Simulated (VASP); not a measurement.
A run of VASP 6.6.1 is set up as follows.

Contents of INCAR:

```
PREC     = Accurate       # precision mode
ENCUT    = 520            # plane-wave cutoff, eV
EDIFF    = 1E-6           # SCF threshold, eV
ISMEAR   = -1             # smearing method
SIGMA    = 0.02           # smearing width, eV
LREAL    = False          # projectors in reciprocal space
LASPH    = True           # aspherical terms in the spheres
NELM     = 100            # most SCF steps
ALGO     = Normal         # electronic algorithm
ISIF     = 2              # what is computed and relaxed
LWAVE    = False          # write WAVECAR
LCHARG   = False          # write CHGCAR
LDIPOL   = True         
IDIPOL   = 3            
DIPOL    = 0.5 0.5 0.500
GGA      = PE             # functional
IBRION   = 2              # ionic algorithm
NSW      = 60             # ionic steps
EDIFFG   = -0.01          # ionic threshold
KPAR     = 4
```

KPOINTS

```
regular mesh
0
Gamma
  6 6 1
```

File POSCAR:

```
TePb
1.0
    4.6436706446      0.0000000000      0.0000000000
    0.0000000000      4.6436706446      0.0000000000
    0.0000000000      0.0000000000     25.8507000000
Pb Te
4 4
Direct
    0.0000000000      0.0000000000      0.3094691245
    0.5000000000      0.5000000000      0.4364897077
    0.0000000000      0.0000000000      0.5635102916
    0.5000000000      0.5000000000      0.6905308755
    0.5000000000      0.5000000000      0.3094691245
    0.0000000000      0.0000000000      0.4364897077
    0.5000000000      0.5000000000      0.5635102916
    0.0000000000      0.0000000000      0.6905308755
```

Potentials or basis: VASP PAW PBE potentials, release 64 (Pb_d, Te).

The run is started by

```sh
$ cat potpaw_PBE.64/Pb_d/POTCAR potpaw_PBE.64/Te/POTCAR > POTCAR
$ mpirun -np 4 vasp_std > vasp.out
```

(1) Predict the band gap on the k mesh.

(2) Predict the energy gained by relaxing.

Results:

(1) 1.33 eV.

(2) 25.0 meV/atom.

Caveat: spin-orbit coupling is left out, which moves the levels of the heavy elements.
